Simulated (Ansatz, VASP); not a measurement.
# Two plane-wave programs on PbS

File INCAR:

```
PREC = Accurate
ENCUT = 520
EDIFF = 1E-6
ISMEAR = -1
SIGMA = 0.02
LREAL = F
LASPH = T
NELM = 100
ALGO = Normal
ISIF = 2
LWAVE = F
LCHARG = T
GGA = PS
LELF = T
LVHAR = T
NBANDS = 28
```

KPOINTS

```
Automatic mesh
0
Gamma
  6 6 4
```

File POSCAR:

```
PbS
1.0
    2.0739421303     -3.5953002699      0.0000000000
    2.0739421303      3.5953002699      0.0000000000
    0.0000000000      0.0000000000      7.6224264556
Pb S
2 2
Direct
    0.0010316600      0.9989683400      0.4867318100
    0.9989683400      0.0010316600      0.9867318100
    0.6671454800      0.3328545200      0.6924681900
    0.3328545200      0.6671454800      0.1924681900
```

Input for Ansatz:

```yaml
crystal:
  lattice:
    - [2.0739421302788648, -3.595300269858155, 0.0]
    - [2.0739421302788648, 3.595300269858155, 0.0]
    - [0.0, 0.0, 7.622426455609507]
  atoms:
    - { symbol: Pb, position: [0.00103166, 0.99896834, 0.48673181] }
    - { symbol: Pb, position: [0.99896834, 0.00103166, 0.98673181] }
    - { symbol: S, position: [0.66714548, 0.33285452, 0.69246819] }
    - { symbol: S, position: [0.33285452, 0.66714548, 0.19246819] }
basis:
  ecutwfc: 420.0
kpoints:
  mp_grid:
    grid: [6, 6, 4]
hamiltonian:
  xc: pbesol
scf:
  occupations:
    method: fermi_dirac
    width: 0.02
output:
  stress: true
```

Alike in both runs: task single point; functional PBEsol; k mesh 6 × 6 × 4; occupations fermi-dirac, width 0.02 eV; no spin polarisation.

|  | VASP | Ansatz |
| --- | --- | --- |
| version | VASP 6.6.1 | Ansatz 0.2.0 |
| potentials or method | VASP PAW PBE potentials, release 64 (Pb_d, S), cutoff 520 eV | plane waves, PAW |
| valence electrons in the cell | 40 | 40 |

```csv
,VASP,Ansatz,Ansatz less VASP
pressure (GPa),-2.9,-2.9,+0.04
"traceless stress, the component that is largest in VASP (GPa)",-0.27,-0.27,0.000
```

VASP's potentials were made for PBE, not for PBEsol.

Neither program's run includes spin-orbit coupling.
